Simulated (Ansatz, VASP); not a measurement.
## One calculation of SiC, two programs

```
Si C
1.0
     0.04922    2.17805    2.17805
     2.17805    0.04922    2.17805
     2.22728    2.22728    0.00000
Si C
1 1
Direct
  0.00201 0.00201 0.99799
  0.24799 0.24799 0.25201
```

Change from the starting cell: shear_xy strain +4.5%.

Alike in both runs: task single point; functional r2SCAN; k mesh 10 × 10 × 10; no spin polarisation.

|  | VASP | Ansatz |
| --- | --- | --- |
| version | VASP 6.6.1 | Ansatz 0.2.0 |
| potentials or method | VASP PAW PBE potentials, release 64 (Si, C) | plane waves, PAW |
| plane-wave cutoff (eV) | 520 | 500 |
| occupations | gaussian, width 0.01 eV | fixed |
| valence electrons in the cell | 8 | 8 |

Ansatz gave:

| Item | Value |
| --- | --- |
| gap on the k mesh at the Fermi level (eV) | 1.38 |
| pressure (GPa) | 0.4 |
| traceless stress, the component that is largest in VASP (GPa) | -11.83 |

Question: What did VASP give for the same quantities?

Answer: gap on the k mesh at the Fermi level (eV): 1.39; pressure (GPa): 0.2; traceless stress, the component that is largest in VASP (GPa): -11.89.

VASP's potentials were made for PBE, not for r2SCAN.
